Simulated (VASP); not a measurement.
# Ti5O in VASP: further runs, part 2 of 2

VASP 6.6.1. The steps go on from the part before.

### Step 4. Single point, PBE

Contents of INCAR:

```
PREC     = Accurate       # precision mode
ENCUT    = 520            # plane-wave cutoff, eV
EDIFF    = 1E-7           # SCF threshold, eV
ISMEAR   = 0              # smearing method
SIGMA    = 0.1            # smearing width, eV
LREAL    = F              # projectors in reciprocal space
LASPH    = T              # aspherical terms in the spheres
NELM     = 100            # most SCF steps
ALGO     = Normal         # electronic algorithm
ISIF     = 2              # what is computed and relaxed
LWAVE    = F              # write WAVECAR
LCHARG   = T              # write CHGCAR
LDIPOL   = T            
IDIPOL   = 3            
DIPOL    = 0.5 0.5 0.390
GGA      = PE             # functional
LELF     = T              # ELF
LVHAR    = T            
LVACPOTAV= T            
NBANDS   = 42             # bands
```

Contents of KPOINTS:

```
Automatic mesh
0
Gamma
  9 9 1
```

Contents of POSCAR:

```
Ti5O
1.0
    2.9381632086      0.0000000000      0.0000000000
   -1.4690816043      2.5445239791      0.0000000000
    0.0000000000      0.0000000000     24.7117068140
Ti O
5 1
Direct
    0.6666666667      0.3333333333      0.1618666015
    0.3333333333      0.6666666666      0.2559609806
    0.6666666667      0.3333333333      0.3506708119
    0.3333333333      0.6666666666      0.4475655916
    0.6666666667      0.3333333333      0.5346335206
    1.0000000000      0.5000000000      0.5914179964
```

Potentials or basis: VASP PAW PBE potentials, release 64 (Ti_sv, O).

Run with:

```sh
$ cat potpaw_PBE.64/Ti_sv/POTCAR potpaw_PBE.64/O/POTCAR > POTCAR
$ mpirun -np 1 vasp_std > vasp.out
```

OUTCAR:

```text
PREC = Accurate
   ENCUT = 520
   EDIFF = 1E-7
   ISMEAR = 0
   LREAL = F
   LASPH = T
   NELM = 100
   ISIF = 2
   GGA = PE

 ion  position               nearest neighbor table
   1  0.667  0.333  0.162-   2 2.88   2 2.88   2 2.88
   2  0.333  0.667  0.256-   1 2.88   1 2.88   1 2.88   3 2.89   3 2.89   3 2.89
   3  0.667  0.333  0.351-   2 2.89   2 2.89   2 2.89
   4  0.333  0.667  0.448-   5 2.74   5 2.74   5 2.74
   5  0.667  0.333  0.535-   6 1.64   4 2.74   4 2.74   4 2.74
   6  0.000  0.500  0.591-   5 1.64

  LATTYP: Found a hexagonal cell.
 ALAT       =     2.9381632086
 C/A-ratio  =     8.4105970498

  Lattice vectors:

 A1 = (   2.9381632086,   0.0000000000,   0.0000000000)
 A2 = (  -1.4690816043,   2.5445239791,   0.0000000000)
 A3 = (   0.0000000000,   0.0000000000,  24.7117068140)

Analysis of symmetry for initial positions (statically):
=====================================================================
 Subroutine PRICEL returns:
 Original cell was already a primitive cell.

 Routine SETGRP: Setting up the symmetry group for a
 hexagonal supercell.

 Subroutine GETGRP returns: Found  2 space group operations
 (whereof  2 operations were pure point group operations)
 out of a pool of 24 trial point group operations.

The static configuration has the point symmetry C_1h.

Analysis of symmetry for dynamics (positions and initial velocities):
=====================================================================
 Subroutine PRICEL returns:
 Original cell was already a primitive cell.

 Routine SETGRP: Setting up the symmetry group for a
 hexagonal supercell.

 Subroutine GETGRP returns: Found  2 space group operations
 (whereof  2 operations were pure point group operations)
 out of a pool of 24 trial point group operations.

[... 131 lines left out ...]
   LORBIT       =      0    0 simple, 1 ext, 2 COOP (PROOUT), +10 PAW based schemes
   GGA     = PE    functional components
   LHFCALC =     F    Hartree Fock is set to
   AEXX    =    0.0000 exact exchange contribution
   IVDW    =     0    specifies the selected vdW correction
   LEPSILON=     F    determine dielectric tensor
   LRPA    =     F    only Hartree local field effects (RPA)
 non-spin polarized calculation
 Gauss-broadening in eV      SIGMA  =   0.10
  energy-cutoff  :      520.00
  volume of cell :      184.75
 maximum number of plane-waves:      5059
 NGX is ok and might be reduce to    24
   NGX = 11   NGY = 11   NGZ = 91

 dipolmoment           0.000000      0.000000     -0.045558 electrons x Angstroem

 number of electron      65.9999992 magnetization

 dipolmoment           0.000000      0.000000      0.141033 electrons x Angstroem

 Free energy of the ion-electron system (eV)
  ---------------------------------------------------
  ext. energy  EPLUGINS =         0.00000000
  ---------------------------------------------------
  free energy    TOTEN  =       -45.41532717 eV

  energy without entropy =      -45.36636869  energy(sigma->0) =      -45.39084793

 E-fermi :   0.9620     XC(G=0):  -6.5041

 val. band max:        0.9550133544   @ k =   0.1111   0.1111   0.0000
 cond. band min:       0.9666780581   @ k =  -0.1111   0.3333   0.0000
 fundamental gap:      0.0116647036
 Fermi energy:         0.9620481376

 k-point     1 :       0.0000    0.0000    0.0000
  band No.  band energies     occupation
      1     -56.0041      2.00000
      2     -55.8319      2.00000
      3     -55.7551      2.00000
      4     -55.6851      2.00000
      5     -55.5599      2.00000
      6     -32.4369      2.00000
[... 1069 lines left out ...]
     41       2.9069      0.00000
     42       3.3794      0.00000

 [... further k-points ...]

------------------------ aborting loop because EDIFF is reached ----------------------------------------

  FORCE on cell =-STRESS in cart. coord.  units (eV):
  Direction    XX          YY          ZZ          XY          YZ          ZX
  --------------------------------------------------------------------------------------
  -------------------------------------------------------------------------------------
  Total        1.6065131      1.3313552      1.8017810      0.2382938      1.1940675      2.0681883
  in kB       13.9318776     11.5456744     15.6252642      2.0665125     10.3550985     17.9355812
  external PRESSURE =      13.7009387 kB  Pullay stress =       0.0000000 kB

 VOLUME and BASIS-vectors are now :
 -----------------------------------------------------------------------------
  energy-cutoff  :      520.00
  volume of cell :      184.75
      direct lattice vectors                 reciprocal lattice vectors
     2.938163209  0.000000000  0.000000000     0.340348690  0.196500408  0.000000000
    -1.469081604  2.544523979  0.000000000     0.000000000  0.393000816  0.000000000
     0.000000000  0.000000000 24.711706814     0.000000000  0.000000000  0.040466650

 POSITION                                       TOTAL-FORCE (eV/Angst)
 -----------------------------------------------------------------------------------
      1.46908      0.84817      4.00000         0.000521      0.000301      0.531046
     -0.00000      1.69635      6.32523        -0.005750     -0.003320     -0.472454
      1.46908      0.84817      8.66567        -0.010259     -0.005923      0.131012
     -0.00000      1.69635     11.06011         0.239519      0.138286     -1.720228
      1.46908      0.84817     13.21171        -2.007577     -1.159075      1.262956
     -0.73454      1.27226     14.61495         1.783547      1.029731      0.267669
 -----------------------------------------------------------------------------------
    total drift:                                0.000014      0.000010     -0.000390

  FREE ENERGIE OF THE ION-ELECTRON SYSTEM (eV)
  ---------------------------------------------------
  free  energy   TOTEN  =       -45.4153271701 eV

  energy  without entropy=      -45.3663686878  energy(sigma->0) =      -45.39084793

 vacuum level on the upper side and lower side of the slab         8.787         5.371
```

Wall time 18 min (1 thread of Intel Xeon 8259CL, shared host); peak memory 0.41 GiB.

Results:

* Free energy: -45.4153 eV
* Largest force: 2.640 eV/Å
* Band gap on the k mesh: zero (bands 33 and 34 overlap by 0.96 eV)

Forces on the atoms (eV/Å):
```
Ti   0.001  0.000  0.531
Ti  -0.006 -0.003 -0.472
Ti  -0.010 -0.006  0.131
Ti   0.240  0.138 -1.720
Ti  -2.008 -1.159  1.263
O    1.784  1.030  0.268
```

### Step 5. Relaxation of the atoms, PBE

Contents of INCAR:

```
PREC = Accurate ; ENCUT = 520
EDIFF = 1E-6 ; ISMEAR = 0
SIGMA = 0.1 ; LREAL = F
LASPH = T ; NELM = 80
ALGO = Fast ; ISIF = 2
LWAVE = F ; LCHARG = F
LDIPOL = T ; IDIPOL = 3
DIPOL = 0.5 0.5 0.392 ; GGA = PE
IBRION = 2 ; NSW = 36
EDIFFG = -0.025
```

KPOINTS is that of step 4.

Contents of POSCAR:

```
Ti5O
1.0
    2.9381632086      0.0000000000      0.0000000000
   -1.4690816043      2.5445239791      0.0000000000
    0.0000000000      0.0000000000     24.7117068140
Ti O
5 1
Selective dynamics
Direct
    0.6666666667      0.3333333333      0.1618666015  F F F
    0.3333333333      0.6666666667      0.2559609806  F F F
    0.6666666667      0.3333333333      0.3506708119  F F F
    0.3333333333      0.6666666667      0.4475655916  F F F
    0.6666666667      0.3333333333      0.5346335206  F F F
    0.8333333333      0.6666666667      0.5993801612  F F T
```

Run with:

```sh
$ cat potpaw_PBE.64/Ti_sv/POTCAR potpaw_PBE.64/O/POTCAR > POTCAR
$ mpirun -np 1 vasp_std > vasp.out
```

It took 54 min on 1 thread of Oxide Virtual Turin-like, shared host; peak memory 0.39 GiB.

Results (log left out):

* Free energy: -45.4628 eV
* Energy gained by relaxing: 78.9 meV/atom
* Ionic steps: 3
* Band gap on the k mesh: zero (bands 33 and 34 overlap by 0.93 eV)

The path:
| step | energy change (eV) | largest force on free atoms (eV/Å) | pressure (GPa) |
| --- | --- | --- | --- |
| 1 | 0.0000 | 4.2504 | -1.59 |
| 2 | -0.4699 | 0.4901 | 1.48 |
| 3 | -0.4732 | 0.0105 | 1.20 |

Final structure:
```
Ti O
1.0
     2.93816    0.00000    0.00000
    -1.46908    2.54452    0.00000
     0.00000    0.00000   24.71171
Ti O
5 1
Direct
  0.66667 0.33333 0.16187
  0.33333 0.66667 0.25596
  0.66667 0.33333 0.35067
  0.33333 0.66667 0.44757
  0.66667 0.33333 0.53463
  0.83333 0.66667 0.59166
```

Levels at points of the mesh, in eV from the Fermi level:
```tsv
k point	band 31	band 32	band 33	band 34	band 35	band 36
(0.00, 0.00, 0.00)	0.25	0.47	0.71	0.74	0.75	0.77
```

### Step 6. Overview

```tsv
task	cell	atoms held fixed (from 0)	gap on the mesh (eV)	largest force (eV/Å)
single point	as given, atomic positions A	-	none	1.51
single point	as given, atomic positions B	-	none	2.47
single point	as given, atomic positions C	-	none	2.64
relaxation of the atoms	atoms relaxed, atomic positions D	[0, 1, 2, 3, 4, 5]	none	-
```

Alike in all rows: level PBE; potentials or basis VASP PAW PBE potentials, release 64 (Ti_sv, O); no spin polarisation; k mesh 9 × 9 × 1; cutoff (eV) 520; smearing gaussian 0.1 eV.

Absolute energies hang on the potentials; compare differences alone.
